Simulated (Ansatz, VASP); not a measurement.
**Two plane-wave programs on In**

File INCAR:

```
PREC = Accurate
ENCUT = 520
EDIFF = 1E-6
ISMEAR = -1
SIGMA = 0.1
LREAL = F
LASPH = T
NELM = 100
ALGO = Normal
ISIF = 2
LWAVE = F
LCHARG = F
GGA = B5
ALDAX = 1.0
AGGAX = 1.0
AGGAC = 1.0
ALDAC = 0.0
NBANDS = 12
```

Contents of KPOINTS:

```
Automatic mesh
0
Gamma
  16 16 16
```

File POSCAR:

```
In
1.0
    3.2971855525      0.0000000000      0.0000000000
    0.0000000000      3.2971855525      0.0000000000
    0.0000000000      0.0000000000      3.2971855525
In
1
Direct
    0.0000000000      0.0000000000      0.0000000000
```

Input for Ansatz:

```yaml
crystal:
  lattice:
    - [3.2971855525, 0.0, 0.0]
    - [0.0, 3.2971855525, 0.0]
    - [0.0, 0.0, 3.2971855525]
  atoms:
    - { symbol: In, position: [0.0, 0.0, 0.0] }
hamiltonian:
  xc: blyp
  pseudopotentials:
    kind: paw
    azcp:
      In: "pseudopotentials/In.paw.azcp"
basis:
  ecutwfc: 420
  fft_grid_basis: typed
kpoints:
  mp_grid: { grid: [16, 16, 16], shift: [0, 0, 0] }
magnetization:
  spin_polarized: false
scf:
  occupations: { method: fermi_dirac, width: 0.1 }
output:
  stress: true
  write_density: true
  write_potential: true
  elf: true
  volumetric_format: npy
```

Alike in both runs: task single point; functional BLYP; k mesh 16 × 16 × 16; occupations fermi-dirac, width 0.1 eV; no spin polarisation.

```csv
,VASP,Ansatz
version,VASP 6.6.1,Ansatz 0.2.0
potentials or method,"VASP PAW PBE potentials, release 64 (In_d), cutoff 520 eV","plane waves (420 eV) with PAW, scalar-relativistic"
valence electrons in the cell,13,13
```

VASP gave:

| Quantity | Value |
| --- | --- |
| pressure (GPa) | -1.2 |

Task: Which values does Ansatz return?

Result: Pressure (GPa): -1.1.

VASP's potentials were made for PBE, not for BLYP.
